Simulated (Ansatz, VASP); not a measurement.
# Ta2N: VASP beside Ansatz

```xyz
3
Lattice="3.0332 0.0000 0.0000 -1.5166 2.6268 0.0000 0.0000 0.0000 5.1382" Properties=species:S:1:pos:R:3 pbc="T T T"
Ta    1.5166    0.8756    3.8366
Ta    0.0000    1.7512    1.3016
N     0.0000    0.0000    0.0000
```

Alike in both runs: task single point; functional LDA; k mesh 18 × 18 × 10; occupations gaussian, width 0.15 eV; no spin polarisation.

|  | VASP | Ansatz |
| --- | --- | --- |
| version | VASP 6.6.1 | Ansatz 0.2.0 |
| potentials or method | VASP PAW LDA potentials, release 64 (Ta_pv, N), cutoff 520 eV | scalar-relativistic, plane waves, PAW |
| valence electrons in the cell | 27 | 31 |

|  | VASP | Ansatz | Ansatz less VASP |
| --- | --- | --- | --- |
| gap on the k mesh at the Fermi level (eV) | none | none | - |
| pressure (GPa) | -12.9 | -14.1 | -1.29 |
| traceless stress, the component that is largest in VASP (GPa) | -9.86 | -9.75 | +0.118 |
| rms of the force components (eV/Å) | 0.105 | 0.083 | -0.0221 |

Ansatz warns that its potentials were made for another functional, while VASP's fit it. LDA's correlation is that of Perdew and Zunger in VASP and of Perdew and Wang (1992) in Ansatz. Atom by atom the forces differ by 0.022 eV/Å (rms over components). A gap of «none» marks a metal or a gap that the smearing closes. VASP's potentials hold 27 valence electrons a cell and Ansatz's 31, so a difference there can come from the potentials and not from the codes.

Spin-orbit coupling is off throughout.
